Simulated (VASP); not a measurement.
# CoW3 (Fm-3m) in VASP: a series of runs

The runs below take CoW3 through single point, with PBEsol, r2SCAN.

Everything below comes from runs of VASP 6.6.1. Logs are shortened: lines on timing, memory, paths and dates and some standing lists are left out, and cuts for length are marked.

## 1. The cell of the first run

Symmetry: Fm-3m, No. 225, cubic system. The conventional cell has a = 6.225 Å, b = 6.225 Å, c = 6.225 Å, α = 90.00°, β = 90.00°, γ = 90.00°. W (site symmetry -43m) has 10 W at 2.70 to 3.11 Å and 4 Co at 2.70 Å within 3.6 Å. Within 3.6 Å of W (site symmetry m-3m) lie 8 W at 2.70 Å and 6 Co at 3.11 Å. Co (site symmetry m-3m) has 14 W at 2.70 to 3.11 Å within 3.6 Å.

## 2. Single point, PBEsol, collinear spin, ferromagnetic start

Input file INCAR:

```
SYSTEM = CoW3
PREC = Accurate
ENCUT = 520
EDIFF = 1E-7
ISMEAR = 0
SIGMA = 0.1
LREAL = .FALSE.
LASPH = .TRUE.
NELM = 150
ALGO = Normal
ISIF = 2
LWAVE = .FALSE.
LCHARG = .TRUE.
ISPIN = 2
MAGMOM = 0 0 0 2
LORBIT = 11
LMAXMIX = 4
GGA = PS
LELF = .TRUE.
LVHAR = .TRUE.
NBANDS = 38
```

Input file KPOINTS:

```
regular mesh
0
G
  12 12 12
  0 0 0
```

Input file POSCAR:

```
CoW3
1.0
    0.0000000000      3.1125110669      3.1125110669
    3.1125110669      0.0000000000      3.1125110669
    3.1125110669      3.1125110669      0.0000000000
W Co
3 1
Direct
    0.2500000000      0.2500000000      0.2500000000
    0.7500000000      0.7500000000      0.7500000000
    0.5000000000      0.5000000000      0.5000000000
    0.0000000000      0.0000000000      0.0000000000
```

Potentials or basis: VASP PAW PBE potentials, release 64 (W_sv, Co).

The run is started by

```console
cat potpaw_PBE.64/W_sv/POTCAR potpaw_PBE.64/Co/POTCAR > POTCAR
mpirun -np 1 vasp_std > vasp.out
```

OUTCAR:

```text
SYSTEM = CoW3
   PREC = Accurate
   ENCUT = 520
   EDIFF = 1E-7
   ISMEAR = 0
   LREAL = .FALSE.
   LASPH = .TRUE.
   NELM = 150
   ISIF = 2
   ISPIN = 2
   LORBIT = 11
   GGA = PS

 ion  position               nearest neighbor table
   1  0.250  0.250  0.250-   4 2.70   4 2.70   4 2.70   3 2.70   4 2.70   3 2.70   3 2.70   3 2.70
                             2 3.11   2 3.11   2 3.11   2 3.11   2 3.11   2 3.11
   2  0.750  0.750  0.750-   3 2.70   3 2.70   3 2.70   3 2.70   4 2.70   4 2.70   4 2.70   4 2.70
                             1 3.11   1 3.11   1 3.11   1 3.11   1 3.11   1 3.11
   3  0.500  0.500  0.500-   1 2.70   1 2.70   1 2.70   1 2.70   2 2.70   2 2.70   2 2.70   2 2.70
                             4 3.11   4 3.11   4 3.11   4 3.11   4 3.11   4 3.11
   4  0.000  0.000  0.000-   2 2.70   2 2.70   2 2.70   1 2.70   2 2.70   1 2.70   1 2.70   1 2.70
                             3 3.11   3 3.11   3 3.11   3 3.11   3 3.11   3 3.11

  LATTYP: Found a face centered cubic cell.
 ALAT       =     6.2250221338

  Lattice vectors:

 A1 = (   0.0000000000,   3.1125110669,   3.1125110669)
 A2 = (   3.1125110669,   0.0000000000,   3.1125110669)
 A3 = (   3.1125110669,   3.1125110669,   0.0000000000)

Analysis of symmetry for initial positions (statically):
=====================================================================
 Subroutine PRICEL returns:
 Original cell was already a primitive cell.

 Routine SETGRP: Setting up the symmetry group for a
 face centered cubic supercell.

 Subroutine GETGRP returns: Found 48 space group operations
 (whereof 48 operations were pure point group operations)
 out of a pool of 48 trial point group operations.

The static configuration has the point symmetry O_h .

Analysis of symmetry for dynamics (positions and initial velocities):
=====================================================================
 Subroutine PRICEL returns:
 Original cell was already a primitive cell.

 Routine SETGRP: Setting up the symmetry group for a
 face centered cubic supercell.

 Subroutine GETGRP returns: Found 48 space group operations
 (whereof 48 operations were pure point group operations)
 out of a pool of 48 trial point group operations.

The dynamic configuration has the point symmetry O_h .

Analysis of structural, dynamic, and magnetic symmetry:
=====================================================================
 Subroutine PRICEL returns:
 Original cell was already a primitive cell.

 Routine SETGRP: Setting up the symmetry group for a
 face centered cubic supercell.

 Subroutine GETGRP returns: Found 48 space group operations
 (whereof 48 operations were pure point group operations)
 out of a pool of 48 trial point group operations.

The overall configuration has the point symmetry O_h .

 Subroutine INISYM returns: Found 48 space group operations
 (whereof 48 operations are pure point group operations),
 and found     1 'primitive' translations

----------------------------------------------------------------------------------------

                                     Primitive cell

  volume of cell :      60.3063

  direct lattice vectors                    reciprocal lattice vectors
     0.000000000  3.112511067  3.112511067    -0.160641999  0.160641999  0.160641999
     3.112511067  0.000000000  3.112511067     0.160641999 -0.160641999  0.160641999
     3.112511067  3.112511067  0.000000000     0.160641999  0.160641999 -0.160641999

  length of vectors
     4.401755364  4.401755364  4.401755364     0.278240104  0.278240104  0.278240104

  position of ions in fractional coordinates (direct lattice)
     0.250000000  0.250000000  0.250000000
     0.750000000  0.750000000  0.750000000
     0.500000000  0.500000000  0.500000000
     0.000000000  0.000000000  0.000000000

  ion indices of the primitive-cell ions
   primitive index   ion index
                 1           1
                 2           2
                 3           3
                 4           4

----------------------------------------------------------------------------------------

 KPOINTS: regular mesh

Automatic generation of k-mesh.
 Grid dimensions read from file:
 generate k-points for:   12   12   12

 Generating k-lattice:

  Cartesian coordinates                     Fractional coordinates (reciprocal lattice)
    -0.013386833  0.013386833  0.013386833     0.083333333  0.000000000  0.000000000
     0.013386833 -0.013386833  0.013386833     0.000000000  0.083333333  0.000000000
     0.013386833  0.013386833 -0.013386833     0.000000000  0.000000000  0.083333333

  Length of vectors
     0.023186675  0.023186675  0.023186675

  Shift w.r.t. Gamma in fractional coordinates (k-lattice)
     0.000000000  0.000000000  0.000000000

 Subroutine IBZKPT returns following result:
 ===========================================

 Found     72 irreducible k-points:

 Following reciprocal coordinates:
            Coordinates               Weight
[... 71 lines left out ...]
  ext. energy  EPLUGINS =         0.00000000
  ---------------------------------------------------
  free energy    TOTEN  =       -48.08987402 eV

  energy without entropy =      -48.06641022  energy(sigma->0) =      -48.07814212

 E-fermi :  10.6031     XC(G=0): -13.5361

 val. band max:       10.6018606168   @ k =  -0.4167   0.3333   0.0000
 cond. band min:      10.6127619980   @ k =  -0.3333   0.2500   0.0833
 fundamental gap:      0.0109013812
 Fermi energy:        10.6031132938

 spin component 1

 k-point     1 :       0.0000    0.0000    0.0000
  band No.  band energies     occupation
      1     -63.6009      1.00000
      2     -63.5471      1.00000
      3     -63.0827      1.00000
      4     -27.9188      1.00000
      5     -27.9188      1.00000
      6     -27.9188      1.00000
[... 29 lines left out ...]
     36      18.5490      0.00000
     37      18.5490      0.00000

 k-point     2 :       0.0833    0.0000    0.0000
  band No.  band energies     occupation
      1     -63.5994      1.00000
      2     -63.5477      1.00000
      3     -63.0837      1.00000
      4     -27.9707      1.00000
      5     -27.9457      1.00000
      6     -27.9457      1.00000
[... 29 lines left out ...]
     36      18.6661      0.00000
     37      18.6661      0.00000
[... 838 lines left out ...]
     36      17.9668      0.00000
     37      19.3489      0.00000

 k-point    24 :      -0.4167    0.1667    0.0000
  band No.  band energies     occupation
      1     -63.5681      1.00000
      2     -63.5632      1.00000
      3     -63.1002      1.00000
      4     -28.1007      1.00000
      5     -28.0941      1.00000
      6     -27.9945      1.00000
[... 29 lines left out ...]
     36      17.9128      0.00000
     37      19.3309      0.00000

 [... further k-points ...]

 spin component 2

 k-point     1 :       0.0000    0.0000    0.0000
  band No.  band energies     occupation
      1     -63.5449      1.00000
      2     -63.4891      1.00000
      3     -63.0728      1.00000
      4     -27.8643      1.00000
      5     -27.8643      1.00000
      6     -27.8643      1.00000
[... 29 lines left out ...]
     36      18.6270      0.00000
     37      18.6270      0.00000

 k-point     2 :       0.0833    0.0000    0.0000
  band No.  band energies     occupation
      1     -63.5433      1.00000
      2     -63.4897      1.00000
      3     -63.0740      1.00000
      4     -27.9094      1.00000
      5     -27.8871      1.00000
      6     -27.8871      1.00000
[... 29 lines left out ...]
     36      18.7493      0.00000
     37      18.7493      0.00000
[... 838 lines left out ...]
     36      18.0951      0.00000
     37      19.5123      0.00000

 k-point    24 :      -0.4167    0.1667    0.0000
  band No.  band energies     occupation
      1     -63.5105      1.00000
      2     -63.5051      1.00000
      3     -63.0920      1.00000
      4     -28.0435      1.00000
      5     -28.0343      1.00000
      6     -27.9364      1.00000
[... 29 lines left out ...]
     36      18.0362      0.00000
     37      19.5045      0.00000

 [... further k-points ...]

 [bands above 37 left out]

------------------------ aborting loop because EDIFF is reached ----------------------------------------

  FORCE on cell =-STRESS in cart. coord.  units (eV):
  Direction    XX          YY          ZZ          XY          YZ          ZX
  --------------------------------------------------------------------------------------
  -------------------------------------------------------------------------------------
  Total       -3.7802811     -3.7802811     -3.7802811     -0.0000000     -0.0000000      0.0000000
  in kB     -100.4319658   -100.4319658   -100.4319658     -0.0000000     -0.0000000      0.0000000
  external PRESSURE =    -100.4319658 kB  Pullay stress =       0.0000000 kB

 VOLUME and BASIS-vectors are now :
 -----------------------------------------------------------------------------
  energy-cutoff  :      520.00
  volume of cell :       60.31
      direct lattice vectors                 reciprocal lattice vectors
     0.000000000  3.112511067  3.112511067    -0.160641999  0.160641999  0.160641999
     3.112511067  0.000000000  3.112511067     0.160641999 -0.160641999  0.160641999
     3.112511067  3.112511067  0.000000000     0.160641999  0.160641999 -0.160641999

 POSITION                                       TOTAL-FORCE (eV/Angst)
 -----------------------------------------------------------------------------------
      1.55626      1.55626      1.55626        -0.000000     -0.000000      0.000000
      4.66877      4.66877      4.66877         0.000000      0.000000     -0.000000
      3.11251      3.11251      3.11251        -0.000000      0.000000     -0.000000
      0.00000      0.00000      0.00000        -0.000000      0.000000     -0.000000
 -----------------------------------------------------------------------------------
    total drift:                                0.000000      0.000000      0.000000

  FREE ENERGIE OF THE ION-ELECTRON SYSTEM (eV)
  ---------------------------------------------------
  free  energy   TOTEN  =       -48.0898740153 eV

  energy  without entropy=      -48.0664102220  energy(sigma->0) =      -48.07814212

 total charge

# of ion       s       p       d       tot
------------------------------------------
    1        2.397   6.315   3.280  11.992
    2        2.397   6.315   3.280  11.992
    3        2.448   6.303   3.467  12.218
    4        0.442   0.529   7.243   8.214
--------------------------------------------------
tot          7.684  19.461  17.270  44.416

 magnetization (x)

# of ion       s       p       d       tot
------------------------------------------
    1       -0.001  -0.000   0.123   0.121
    2       -0.001  -0.000   0.123   0.121
    3        0.009   0.009   0.008   0.027
    4        0.003   0.001   1.187   1.191
--------------------------------------------------
tot          0.010   0.010   1.441   1.461
```

It took 11 min on 1 thread of Intel Xeon Platinum 8259CL at 2.50GHz (Skylake/Cascade Lake), shared host; peak memory 0.4 GiB.

What came out:

* Free energy: -48.0899 eV
* Pressure: -10.0 GPa
* Net moment: 1.48 μB per cell
* Site moments: W +0.12, +0.03 (each value once); Co +1.19 μB
* Valence electrons inside the program's atomic spheres: W 11.99, 12.22 (each value once); Co 8.21

Levels at points of the mesh, in eV from the Fermi level:
Spin up:
```tsv
k point	band 24	band 25	band 26	band 27	band 28	band 29
(0.00, 0.00, 0.00)	-1.67	-1.28	-1.28	3.00	3.00	3.21
(0.50, 0.00, 0.00)	-2.91	-0.40	-0.40	0.64	0.64	0.89
(0.50, 0.50, 0.00)	-1.27	-0.64	-0.64	0.52	0.67	0.67
```
Spin down:
```tsv
k point	band 22	band 23	band 24	band 25	band 26	band 27	band 28	band 29
(0.00, 0.00, 0.00)	-1.38	-1.38	-1.38	0.12	0.12	3.05	3.05	3.44
(0.50, 0.00, 0.00)	-2.69	-2.41	-2.41	0.47	0.47	1.03	1.03	1.34
(0.50, 0.50, 0.00)	-1.12	-0.59	-0.59	-0.54	0.09	0.73	0.73	1.11
```

Caveat: the cell stands under tension; the PAW data sets were made with another functional, which shifts forces and pressure a little; spin-orbit coupling is left out, which moves the levels of the heavy elements.

## 3. Single point, PBEsol

This run uses another cell than the first one, of 14.50 Å³/atom.

Input file INCAR:

```
SYSTEM = CoW3
PREC = Accurate
ENCUT = 520
EDIFF = 1E-6
ISMEAR = 0
SIGMA = 0.1
LREAL = .False.
LASPH = .True.
NELM = 80
ALGO = Fast
ISIF = 2
LWAVE = .False.
LCHARG = .True.
GGA = PS
LELF = .True.
LVHAR = .True.
NBANDS = 34
```

Input file KPOINTS:

```
regular mesh
0
Gamma
  12 12 12
  0 0 0
```

Input file POSCAR:

```
CoW3
1.0
    0.0000000000      3.0720842694      3.0720842694
    3.0720842694      0.0000000000      3.0720842694
    3.0720842694      3.0720842694      0.0000000000
W Co
3 1
Direct
    0.2500000000      0.2500000000      0.2500000000
    0.7500000000      0.7500000000      0.7500000000
    0.5000000000      0.5000000000      0.5000000000
    0.0000000000      0.0000000000      0.0000000000
```

Potentials or basis: VASP PAW PBE potentials, release 64 (W_sv, Co).

The run is started by

```console
cat potpaw_PBE.64/W_sv/POTCAR potpaw_PBE.64/Co/POTCAR > POTCAR
mpirun -np 1 vasp_std > vasp.out
```

It took 97 s on 1 thread of Intel Xeon Platinum 8488C (Sapphire Rapids), shared host; peak memory 0.26 GiB.

Results (log left out):

| Property | Result |
| --- | --- |
| Free energy | -48.0908 eV |
| Pressure | -0.9 GPa |
| Band gap on the k mesh | zero (an odd number of electrons rules out a gap without spin polarisation) |

Levels at points of the mesh, in eV from the Fermi level:
```csv
k point,band 23,band 24,band 25,band 26,band 27,band 28,band 29,band 30
"(0.00, 0.00, 0.00)",-1.51,-1.51,-0.31,-0.31,3.19,3.19,3.59,3.59
"(0.50, 0.00, 0.00)",-2.64,-2.64,0.20,0.20,0.99,0.99,1.35,2.83
"(0.50, 0.50, 0.00)",-0.71,-0.62,-0.62,-0.31,0.88,0.88,0.94,1.83
```

Caveat: the PAW data sets were made with another functional, which shifts forces and pressure a little; spin-orbit coupling is left out, which moves the levels of the heavy elements; the run has no spin polarisation, though such a crystal can be magnetic.

## 4. Single point, PBEsol, collinear spin, ferromagnetic start

This run uses another cell than the first one, of 14.56 Å³/atom.

Input file INCAR:

```
PREC = Accurate
ENCUT = 520
EDIFF = 1E-7
ISMEAR = 0
SIGMA = 0.1
LREAL = False
LASPH = True
NELM = 150
ALGO = Fast
ISIF = 2
LWAVE = False
LCHARG = True
ISPIN = 2
MAGMOM = 0 0 0 2
LORBIT = 11
LMAXMIX = 4
GGA = PS
LELF = True
LVHAR = True
NBANDS = 38
```

Input file KPOINTS:

```
Automatic mesh
0
Gamma
  6 6 6
```

Input file POSCAR:

```
CoW3
1.0
    0.0000000000      3.0767554381      3.0767554381
    3.0767554381      0.0000000000      3.0767554381
    3.0767554381      3.0767554381      0.0000000000
W Co
3 1
Direct
    0.2500000000      0.2500000000      0.2500000000
    0.7500000000      0.7500000000      0.7500000000
    0.5000000000      0.5000000000      0.5000000000
    0.0000000000      0.0000000000      0.0000000000
```

The run is started by

```console
cat potpaw_PBE.64/W_sv/POTCAR potpaw_PBE.64/Co/POTCAR > POTCAR
mpirun -np 1 vasp_std > vasp.out
```

Run time: 67 s. Hardware: 1 thread of Intel Xeon Platinum 8488C (Sapphire Rapids), shared host; peak memory 0.23 GiB.

It converged, with:

```yaml
Free_energy: -48.1637 eV
Pressure: -0.5 GPa
Net_moment: 1.60 μB per cell
Site_moments: W +0.16, +0.05 (each value once); Co +1.20 μB
Valence_electrons_inside_the_program's_atomic_spheres: W 12.07, 12.30 (each value once); Co 8.29
```

Levels at points of the mesh, in eV from the Fermi level:
Spin up:
```tsv
k point	band 24	band 25	band 26	band 27	band 28	band 29
(0.00, 0.00, 0.00)	-1.74	-1.30	-1.30	3.12	3.12	3.37
(0.50, 0.00, 0.00)	-3.05	-0.39	-0.39	0.67	0.67	0.97
(0.50, 0.50, 0.00)	-1.25	-0.69	-0.69	0.52	0.77	0.77
```
Spin down:
```tsv
k point	band 21	band 22	band 23	band 24	band 25	band 26	band 27	band 28	band 29	band 30
(0.00, 0.00, 0.00)	-2.52	-1.43	-1.43	-1.43	0.11	0.11	3.19	3.19	3.62	3.62
(0.50, 0.00, 0.00)	-2.80	-2.80	-2.52	-2.52	0.49	0.49	1.09	1.09	1.45	2.85
(0.50, 0.50, 0.00)	-1.16	-1.16	-0.62	-0.62	-0.56	0.09	0.85	0.85	1.15	1.85
```

Caveat: the PAW data sets were made with another functional, which shifts forces and pressure a little; spin-orbit coupling is left out, which moves the levels of the heavy elements.

## 5. Single point, r2SCAN

This run uses another cell than the first one, of 14.50 Å³/atom.

Input file POSCAR:

```
CoW3
1.0
    0.0000000000      3.0720842694      3.0720842694
    3.0720842694      0.0000000000      3.0720842694
    3.0720842694      3.0720842694      0.0000000000
W Co
3 1
Direct
    0.2500000000      0.2500000000      0.2500000000
    0.7500000000      0.7500000000      0.7500000000
    0.5000000000      0.5000000000      0.5000000000
    0.0000000000      0.0000000000      0.0000000000
```

Input file INCAR.step1:

```
PREC = Accurate
ENCUT = 520
ISMEAR = 0
SIGMA = 0.1
LREAL = F
LASPH = T
NELM = 100
NBANDS = 34
GGA = PE
ALGO = Normal
EDIFF = 1E-4
LWAVE = T
LCHARG = F
```

Input file INCAR.step2:

```
PREC = Accurate
ENCUT = 520
EDIFF = 1E-6
ISMEAR = 0
SIGMA = 0.1
LREAL = F
LASPH = T
NELM = 100
ALGO = Normal
ISIF = 2
LWAVE = F
LCHARG = F
METAGGA = R2SCAN
LMIXTAU = T
NBANDS = 34
ISTART = 1
```

Input file KPOINTS:

```
regular mesh
0
Gamma
  12 12 12
```

The run is started by

```console
cat potpaw_PBE.64/W_sv/POTCAR potpaw_PBE.64/Co/POTCAR > POTCAR
cp INCAR.step1 INCAR
mpirun -np 1 vasp_std > vasp.out
cp INCAR.step2 INCAR
mpirun -np 1 vasp_std > vasp.out
```

It took 4.4 min on 1 thread of Intel Xeon Platinum 8488C (Sapphire Rapids), shared host; peak memory 0.27 GiB.

It converged, with:

```yaml
Free_energy: -165.7704 eV
Pressure: 3.3 GPa
Band_gap_on_the_k_mesh: zero (an odd number of electrons rules out a gap without spin polarisation)
```

Levels at points of the mesh, in eV from the Fermi level:
| k point | band 24 | band 25 | band 26 | band 27 | band 28 | band 29 |
| --- | --- | --- | --- | --- | --- | --- |
| (0.00, 0.00, 0.00) | -1.56 | -0.33 | -0.33 | 3.55 | 3.55 | 3.71 |
| (0.50, 0.00, 0.00) | -2.70 | 0.21 | 0.21 | 1.05 | 1.05 | 1.42 |
| (0.50, 0.50, 0.00) | -0.64 | -0.64 | -0.33 | 0.75 | 0.75 | 1.12 |

Caveat: the cell stands under pressure; the PAW data sets were made with another functional, which shifts forces and pressure a little; spin-orbit coupling is left out, which moves the levels of the heavy elements; the run has no spin polarisation, though such a crystal can be magnetic. Spin polarisation is off, so any magnetic state and its effect on volume and gap are missing.

## 6. Summary

```csv
level,spin,cell,k mesh,gap on the mesh (eV),pressure (GPa),moment (μB)
PBEsol,"collinear, ferromagnetic start","a = 4.402 Å, angles 60.0°, 4 atoms",12 × 12 × 12,none,-10.0,1.48
PBEsol,off,"a = 4.345 Å, angles 60.0°, 4 atoms",12 × 12 × 12,none,-0.9,-
PBEsol,"collinear, ferromagnetic start","a = 4.351 Å, angles 60.0°, 4 atoms",6 × 6 × 6,none,-0.5,1.60
r2SCAN,off,"a = 4.345 Å, angles 60.0°, 4 atoms",12 × 12 × 12,none,3.3,-
```

Alike in all rows: task single point; potentials or basis VASP PAW PBE potentials, release 64 (W_sv, Co); cutoff (eV) 520; smearing gaussian 0.1 eV.

Caveats: the PAW data sets were made with another functional, which shifts forces and pressure a little; spin-orbit coupling is left out, which moves the levels of the heavy elements; the cell stands under tension (at least some runs); the cell stands under pressure (at least some runs).

Total energies depend on the potentials used, so only differences within one code and one set of settings carry meaning.

The gap in the log of VASP goes by the Fermi energy; the results here count the filled bands.